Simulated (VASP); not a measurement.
# P (Im-3m) in VASP: a series of runs

P is run at these levels: PBE+D3(BJ); tasks: single point.

Program: VASP 6.6.1. These are calculated values, not measurements. Logs are shortened: lines on timing, memory, paths and dates and some standing lists are left out, and cuts for length are marked.

### Step 1. The cell of the first run

It takes space group Im-3m (No. 229, cubic). Conventional cell: a = 2.686 Å, b = 2.686 Å, c = 2.686 Å, α = 90.00°, β = 90.00°, γ = 90.00°. Within 3.1 Å of P (site symmetry m-3m) lie 14 P at 2.33 to 2.69 Å.

### Step 2. Single point, PBE+D3(BJ) (volume scaled by 0.720)

INCAR

```
  ALGO = Normal
  EDIFF = 1E-6
  ENCUT = 520
  GGA = PE
  ISIF = 2
  ISMEAR = 0
  IVDW = 12
  LASPH = True
  LCHARG = False
  LREAL = False
  LWAVE = False
  NBANDS = 8
  NELM = 60
  PREC = Accurate
  SIGMA = 0.05
```

KPOINTS

```
k-points
0
Gamma
  24 24 24
```

POSCAR

```
P
1.0
   -1.3428887050      1.3428887050      1.3428887050
    1.3428887050     -1.3428887050      1.3428887050
    1.3428887050      1.3428887050     -1.3428887050
P
1
Direct
    0.0000000000      0.0000000000      0.0000000000
```

Potentials or basis: VASP PAW PBE potentials, release 64 (P).

Command:

```console
$ cat potpaw_PBE.64/P/POTCAR > POTCAR
$ mpirun -np 1 vasp_std > vasp.out
```

OUTCAR:

```text
EDIFF = 1E-6
   ENCUT = 520
   GGA = PE
   ISIF = 2
   ISMEAR = 0
   IVDW = 12
   LASPH = True
   LREAL = False
   NELM = 60
   PREC = Accurate
 IVDW          = 12

 ion  position               nearest neighbor table
   1  0.000  0.000  0.000-

  LATTYP: Found a body centered cubic cell.
 ALAT       =     2.6857774100

  Lattice vectors:

 A1 = (  -1.3428887050,   1.3428887050,   1.3428887050)
 A2 = (   1.3428887050,  -1.3428887050,   1.3428887050)
 A3 = (   1.3428887050,   1.3428887050,  -1.3428887050)

Analysis of symmetry for initial positions (statically):
=====================================================================
 Subroutine PRICEL returns:
 Original cell was already a primitive cell.

 Routine SETGRP: Setting up the symmetry group for a
 body centered cubic supercell.

 Subroutine GETGRP returns: Found 48 space group operations
 (whereof 48 operations were pure point group operations)
 out of a pool of 48 trial point group operations.

The static configuration has the point symmetry O_h .

Analysis of symmetry for dynamics (positions and initial velocities):
=====================================================================
 Subroutine PRICEL returns:
 Original cell was already a primitive cell.

 Routine SETGRP: Setting up the symmetry group for a
 body centered cubic supercell.

 Subroutine GETGRP returns: Found 48 space group operations
 (whereof 48 operations were pure point group operations)
 out of a pool of 48 trial point group operations.

The dynamic configuration has the point symmetry O_h .

 Subroutine INISYM returns: Found 48 space group operations
 (whereof 48 operations are pure point group operations),
 and found     1 'primitive' translations

----------------------------------------------------------------------------------------

                                     Primitive cell

  volume of cell :       9.6868

  direct lattice vectors                    reciprocal lattice vectors
    -1.342888705  1.342888705  1.342888705     0.000000000  0.372331674  0.372331674
     1.342888705 -1.342888705  1.342888705     0.372331674  0.000000000  0.372331674
     1.342888705  1.342888705 -1.342888705     0.372331674  0.372331674  0.000000000

  length of vectors
     2.325951466  2.325951466  2.325951466     0.526556504  0.526556504  0.526556504

  position of ions in fractional coordinates (direct lattice)
     0.000000000  0.000000000  0.000000000

  ion indices of the primitive-cell ions
[... 77 lines left out ...]
   NSW    =      0    number of steps for IOM
   IBRION =     -1    ionic relax: 0-MD 1-quasi-New 2-CG
   NFREE  =      0    steps in history (QN), initial steepest desc. (CG)
   ISIF   =      2    stress and relaxation
   ISYM   =      2    0-nonsym 1-usesym 2-fastsym
   POTIM  = 0.5000    time-step for ionic-motion
   TEBEG  =    0.0;   TEEND  =   0.0 temperature during run
   PSTRESS=    0.0 pullay stress
   NELECT =       5.0000    total number of electrons
   NUPDOWN=      -1.0000    fix difference up-down
   EMIN   =  10.00;   EMAX   =-10.00  energy-range for DOS
   EFERMI =   0.00;   METHOD = LEGACY
   ISMEAR =     0;   SIGMA  =   0.05  broadening in eV -4-tet -1-fermi 0-gaus
   EFERMI_NEDOS =   21; number of points for ismear=-14 and -15
   IALGO  =     38    algorithm
   IMIX   =      4    mixing-type and parameters
     AMIX     =   0.40;   BMIX     =  1.00
     AMIX_MAG =   1.60;   BMIX_MAG =  1.00
  volume/ion in A,a.u.               =       9.69        65.37
  Fermi-wavevector in a.u.,A,eV,Ry     =   1.313222  2.481630 23.463955  1.724552
  Thomas-Fermi vector in A             =   2.443560
   LORBIT       =      0    0 simple, 1 ext, 2 COOP (PROOUT), +10 PAW based schemes
   GGA     = PE    functional components
   LHFCALC =     F    Hartree Fock is set to
   AEXX    =    0.0000 exact exchange contribution
   IVDW    =    12    specifies the selected vdW correction
   LEPSILON=     F    determine dielectric tensor
   LRPA    =     F    only Hartree local field effects (RPA)
 non-spin polarized calculation
 Gauss-broadening in eV      SIGMA  =   0.05
  energy-cutoff  :      520.00
  volume of cell :        9.69
 maximum number of plane-waves:       276
 NGX is ok and might be reduce to    18
   NGX =  9   NGY =  9   NGZ =  9

 number of electron       4.9999999 magnetization

 Free energy of the ion-electron system (eV)
  ---------------------------------------------------
  ext. energy  EPLUGINS =         0.00000000
  ---------------------------------------------------
  free energy    TOTEN  =        -3.87602903 eV

  energy without entropy =       -3.87545227  energy(sigma->0) =       -3.87574065

 E-fermi :  16.6317     XC(G=0): -13.3294

 val. band max:       16.6312670469   @ k =   0.5000   0.5000   0.4167
 cond. band min:      16.6367145724   @ k =  -0.2500   0.2500   0.0417
 fundamental gap:      0.0054475255
 Fermi energy:        16.6316849674

 k-point     1 :       0.0000    0.0000    0.0000
  band No.  band energies     occupation
      1      -4.6802      2.00000
      2      28.3791      0.00000
      3      28.3791      0.00000
      4      28.3791      0.00000
      5      29.5993      0.00000
      6      29.5993      0.00000
      7      29.5993      0.00000
      8      34.6811      0.00000
[... 243 lines left out ...]
 k-point    24 :       0.4583    0.0417    0.0000
  band No.  band energies     occupation
      1       4.3192      2.00000
      2       5.9113      2.00000
      3      20.1382      0.00000
      4      22.4229      0.00000
      5      25.1766      0.00000
      6      27.2843      0.00000
      7      39.2984      0.00000
      8      40.3973      0.00000

 [... further k-points ...]

------------------------ aborting loop because EDIFF is reached ----------------------------------------

 Edisp (eV)   -0.72918

 E8    (eV) :    -0.2737

  FORCE on cell =-STRESS in cart. coord.  units (eV):
  Direction    XX          YY          ZZ          XY          YZ          ZX
  --------------------------------------------------------------------------------------
  -------------------------------------------------------------------------------------
  Total       4.02605     4.02605     4.02605    -0.00000     0.00000    -0.00000
  in kB     665.90089   665.90089   665.90089    -0.00000     0.00000    -0.00000
  external pressure =      665.90 kB  Pullay stress =        0.00 kB

 VOLUME and BASIS-vectors are now :
 -----------------------------------------------------------------------------
  energy-cutoff  :      520.00
  volume of cell :        9.69
      direct lattice vectors                 reciprocal lattice vectors
    -1.342888705  1.342888705  1.342888705     0.000000000  0.372331674  0.372331674
     1.342888705 -1.342888705  1.342888705     0.372331674  0.000000000  0.372331674
     1.342888705  1.342888705 -1.342888705     0.372331674  0.372331674  0.000000000

 POSITION                                       TOTAL-FORCE (eV/Angst)
 -----------------------------------------------------------------------------------
      0.00000      0.00000      0.00000         0.000000     -0.000000      0.000000
 -----------------------------------------------------------------------------------
    total drift:                               -0.000000     -0.000000      0.000000

  FREE ENERGIE OF THE ION-ELECTRON SYSTEM (eV)
  ---------------------------------------------------
  free  energy   TOTEN  =        -4.6052049092 eV

  energy  without entropy=       -4.6046281497  energy(sigma->0) =       -4.60491653
```

Run time: 17 s. Hardware: 1 thread of Intel Xeon Platinum 8259CL at 2.50GHz (Skylake/Cascade Lake), shared host; peak memory 0.14 GiB.

What came out:

| Quantity | Value |
| --- | --- |
| Free energy | -4.6052 eV |
| Pressure | 66.6 GPa |
| Dispersion energy per atom | -0.729 eV |

Caveat: pairwise dispersion overbinds metals, which lowers pressure and volume.

### Step 3. Single point, PBE+D3(BJ) (volume scaled by 0.920)

INCAR

```
PREC = Accurate
ENCUT = 520
EDIFF = 1E-7
ISMEAR = 0
SIGMA = 0.05
LREAL = F
LASPH = T
NELM = 60
ALGO = Normal
ISIF = 2
LWAVE = F
LCHARG = F
GGA = PE
IVDW = 12
NBANDS = 8
```

KPOINTS

```
regular mesh
0
Gamma
  22 22 22
```

POSCAR

```
P
1.0
   -1.4572200272      1.4572200272      1.4572200272
    1.4572200272     -1.4572200272      1.4572200272
    1.4572200272      1.4572200272     -1.4572200272
P
1
Direct
    0.0000000000      0.0000000000      0.0000000000
```

Potentials or basis: VASP PAW PBE potentials, release 64 (P).

Command:

```console
$ cat potpaw_PBE.64/P/POTCAR > POTCAR
$ mpirun -np 1 vasp_std > vasp.out
```

It took 18 s on 1 thread of Intel Xeon Platinum 8259CL at 2.50GHz (Skylake/Cascade Lake), shared host; peak memory 0.15 GiB.

It converged, with:

```
Free energy                : -5.1592 eV
Pressure                   : 9.8 GPa
Dispersion energy per atom : -0.565 eV
```

Levels at points of the mesh, in eV from the Fermi level:
```tsv
k point	band 1	band 2	band 3	band 4	band 5	band 6	band 7	band 8
(0.00, 0.00, 0.00)	-18.06	8.59	8.59	8.59	12.31	12.31	12.31	16.65
(0.50, 0.00, 0.00)	-10.50	-9.10	2.92	6.05	7.12	8.77	20.65	20.91
(0.50, 0.50, 0.50)	-3.11	-3.02	-3.02	-3.02	1.60	1.60	25.33	25.33
```

Caveat: pairwise dispersion overbinds metals, which lowers pressure and volume.

### Step 4. Single point, PBE+D3(BJ) (volume scaled by 0.960)

INCAR

```
PREC     = Accurate       # precision mode
ENCUT    = 520            # plane-wave cutoff, eV
EDIFF    = 1E-7           # SCF threshold, eV
ISMEAR   = 0              # smearing method
SIGMA    = 0.05           # smearing width, eV
LREAL    = F              # projectors in reciprocal space
LASPH    = T              # aspherical terms in the spheres
NELM     = 100            # most SCF steps
ALGO     = Normal         # electronic algorithm
ISIF     = 2              # what is computed and relaxed
LWAVE    = F              # write WAVECAR
LCHARG   = T              # write CHGCAR
GGA      = PE             # functional
IVDW     = 12             # dispersion correction
LELF     = T              # ELF
LVHAR    = T            
NBANDS   = 8              # bands
```

KPOINTS

```
Automatic mesh
0
Gamma
  22 22 22
```

POSCAR

```
P
1.0
   -1.4780402691      1.4780402691      1.4780402691
    1.4780402691     -1.4780402691      1.4780402691
    1.4780402691      1.4780402691     -1.4780402691
P
1
Direct
    0.0000000000      0.0000000000      0.0000000000
```

Potentials or basis: VASP PAW PBE potentials, release 64 (P).

Command:

```console
$ cat potpaw_PBE.64/P/POTCAR > POTCAR
$ mpirun -np 1 vasp_std > vasp.out
```

OUTCAR:

```text
PREC = Accurate
   ENCUT = 520
   EDIFF = 1E-7
   ISMEAR = 0
   LREAL = F
   LASPH = T
   NELM = 100
   ISIF = 2
   GGA = PE
   IVDW = 12
 IVDW          = 12

 ion  position               nearest neighbor table
   1  0.000  0.000  0.000-

  LATTYP: Found a body centered cubic cell.
 ALAT       =     2.9560805382

  Lattice vectors:

 A1 = (  -1.4780402691,   1.4780402691,   1.4780402691)
 A2 = (   1.4780402691,  -1.4780402691,   1.4780402691)
 A3 = (   1.4780402691,   1.4780402691,  -1.4780402691)

Analysis of symmetry for initial positions (statically):
=====================================================================
 Subroutine PRICEL returns:
 Original cell was already a primitive cell.

 Routine SETGRP: Setting up the symmetry group for a
 body centered cubic supercell.

 Subroutine GETGRP returns: Found 48 space group operations
 (whereof 48 operations were pure point group operations)
 out of a pool of 48 trial point group operations.

The static configuration has the point symmetry O_h .

Analysis of symmetry for dynamics (positions and initial velocities):
=====================================================================
 Subroutine PRICEL returns:
 Original cell was already a primitive cell.

 Routine SETGRP: Setting up the symmetry group for a
 body centered cubic supercell.

 Subroutine GETGRP returns: Found 48 space group operations
 (whereof 48 operations were pure point group operations)
 out of a pool of 48 trial point group operations.

The dynamic configuration has the point symmetry O_h .

 Subroutine INISYM returns: Found 48 space group operations
 (whereof 48 operations are pure point group operations),
 and found     1 'primitive' translations

----------------------------------------------------------------------------------------

                                     Primitive cell

[... 109 lines left out ...]
  volume/ion in A,a.u.               =      12.92        87.16
  Fermi-wavevector in a.u.,A,eV,Ry     =   1.193141  2.254710 19.369068  1.423586
  Thomas-Fermi vector in A             =   2.329163
   LORBIT       =      0    0 simple, 1 ext, 2 COOP (PROOUT), +10 PAW based schemes
   GGA     = PE    functional components
   LHFCALC =     F    Hartree Fock is set to
   AEXX    =    0.0000 exact exchange contribution
   IVDW    =    12    specifies the selected vdW correction
   LEPSILON=     F    determine dielectric tensor
   LRPA    =     F    only Hartree local field effects (RPA)
 non-spin polarized calculation
 Gauss-broadening in eV      SIGMA  =   0.05
  energy-cutoff  :      520.00
  volume of cell :       12.92
 maximum number of plane-waves:       370
   NGX =  9   NGY =  9   NGZ =  9

 number of electron       4.9999999 magnetization

 Free energy of the ion-electron system (eV)
  ---------------------------------------------------
  ext. energy  EPLUGINS =         0.00000000
  ---------------------------------------------------
  free energy    TOTEN  =        -4.64108705 eV

  energy without entropy =       -4.64020446  energy(sigma->0) =       -4.64064576

 E-fermi :  11.5089     XC(G=0): -12.0060

 val. band max:       11.5039752819   @ k =   0.3636   0.1364   0.0000
 cond. band min:      11.5089799465   @ k =   0.3182   0.2727   0.0909
 fundamental gap:      0.0050046646
 Fermi energy:        11.5088625238

 k-point     1 :       0.0000    0.0000    0.0000
  band No.  band energies     occupation
      1      -6.0485      2.00000
      2      19.6340      0.00000
      3      19.6340      0.00000
      4      19.6340      0.00000
      5      23.7121      0.00000
      6      23.7121      0.00000
      7      23.7121      0.00000
      8      27.9361      0.00000
[... 243 lines left out ...]
 k-point    24 :       0.1364    0.0909    0.0000
  band No.  band energies     occupation
      1      -4.7797      2.00000
      2      14.2141      0.00000
      3      15.8693      0.00000
      4      17.9954      0.00000
      5      22.2667      0.00000
      6      23.7164      0.00000
      7      26.1397      0.00000
      8      27.7410      0.00000

 [... further k-points ...]

------------------------ aborting loop because EDIFF is reached ----------------------------------------

 Edisp (eV)   -0.54101

 E8    (eV) :    -0.2021

  FORCE on cell =-STRESS in cart. coord.  units (eV):
  Direction    XX          YY          ZZ          XY          YZ          ZX
  --------------------------------------------------------------------------------------
  -------------------------------------------------------------------------------------
  Total       0.31873     0.31873     0.31873     0.00000    -0.00000     0.00000
  in kB      39.53843    39.53843    39.53843     0.00000    -0.00000     0.00000
  external pressure =       39.54 kB  Pullay stress =        0.00 kB

 VOLUME and BASIS-vectors are now :
 -----------------------------------------------------------------------------
  energy-cutoff  :      520.00
  volume of cell :       12.92
      direct lattice vectors                 reciprocal lattice vectors
    -1.478040269  1.478040269  1.478040269     0.000000000  0.338285776  0.338285776
     1.478040269 -1.478040269  1.478040269     0.338285776  0.000000000  0.338285776
     1.478040269  1.478040269 -1.478040269     0.338285776  0.338285776  0.000000000

 POSITION                                       TOTAL-FORCE (eV/Angst)
 -----------------------------------------------------------------------------------
      0.00000      0.00000      0.00000        -0.000000      0.000000     -0.000000
 -----------------------------------------------------------------------------------
    total drift:                                0.000000      0.000000     -0.000000

  FREE ENERGIE OF THE ION-ELECTRON SYSTEM (eV)
  ---------------------------------------------------
  free  energy   TOTEN  =        -5.1820985428 eV

  energy  without entropy=       -5.1812159612  energy(sigma->0) =       -5.18165725
```

OSZICAR:

```text
N       E                     dE             d eps       ncg     rms          rms(c)
DAV:   1     0.371713501085E+00    0.37171E+00   -0.21994E+03  5544   0.457E+02
DAV:   2    -0.460958491427E+01   -0.49813E+01   -0.47431E+01  7968   0.473E+01
DAV:   3    -0.464589395866E+01   -0.36309E-01   -0.36203E-01  5696   0.445E+00
DAV:   4    -0.464593279760E+01   -0.38839E-04   -0.38839E-04  8624   0.156E-01
DAV:   5    -0.464593280859E+01   -0.10981E-07   -0.10027E-07  5776   0.153E-03    0.485E+00
DAV:   6    -0.464238969518E+01    0.35431E-02   -0.32110E-03  5736   0.306E-01    0.281E+00
DAV:   7    -0.464107652660E+01    0.13132E-02   -0.58241E-03  5992   0.414E-01    0.873E-02
DAV:   8    -0.464108710585E+01   -0.10579E-04   -0.59544E-05  7272   0.549E-02    0.145E-02
DAV:   9    -0.464108760958E+01   -0.50374E-06   -0.46988E-07  7480   0.576E-03    0.558E-03
DAV:  10    -0.464108704566E+01    0.56392E-06   -0.15616E-07  5424   0.240E-03    0.384E-04
DAV:  11    -0.464108704611E+01   -0.45492E-09   -0.15280E-09  3096   0.360E-04
   1 F= -.51820985E+01 E0= -.51816573E+01  d E =-.882582E-03
```

stdout:

```text
POSCAR found type information on POSCAR P
 POSCAR found :  1 types and       1 ions
 scaLAPACK will be used
 LDA part: xc-table for (Slater+PW92), standard interpolation
 POSCAR, INCAR and KPOINTS ok, starting setup
 FFT: planning ... GRIDC
 FFT: planning ... GRID_SOFT
 FFT: planning ... GRID
 WAVECAR not read
 entering main loop
```

It took 20 s on 1 thread of Intel Xeon Platinum 8259CL at 2.50GHz (Skylake/Cascade Lake), shared host; peak memory 0.15 GiB.

What came out:

| Quantity | Value |
| --- | --- |
| Free energy | -5.1821 eV |
| Pressure | 4.0 GPa |
| Dispersion energy per atom | -0.541 eV |

Caveat: pairwise dispersion overbinds metals, which lowers pressure and volume.

### Step 5. The runs side by side

```tsv
cell	k mesh	gap on the mesh (eV)	pressure (GPa)
a = 2.326 Å, angles 109.5°, 1 atom	24 × 24 × 24	none	66.6
a = 2.524 Å, angles 109.5°, 1 atom	22 × 22 × 22	none	9.8
a = 2.560 Å, angles 109.5°, 1 atom	22 × 22 × 22	none	4.0
```

Alike in all rows: task single point; level PBE+D3(BJ); potentials or basis VASP PAW PBE potentials, release 64 (P); no spin polarisation; cutoff (eV) 520; smearing gaussian 0.05 eV.

Caveats: pairwise dispersion overbinds metals, which lowers pressure and volume.

Total energies depend on the potentials used, so only differences within one code and one set of settings carry meaning.
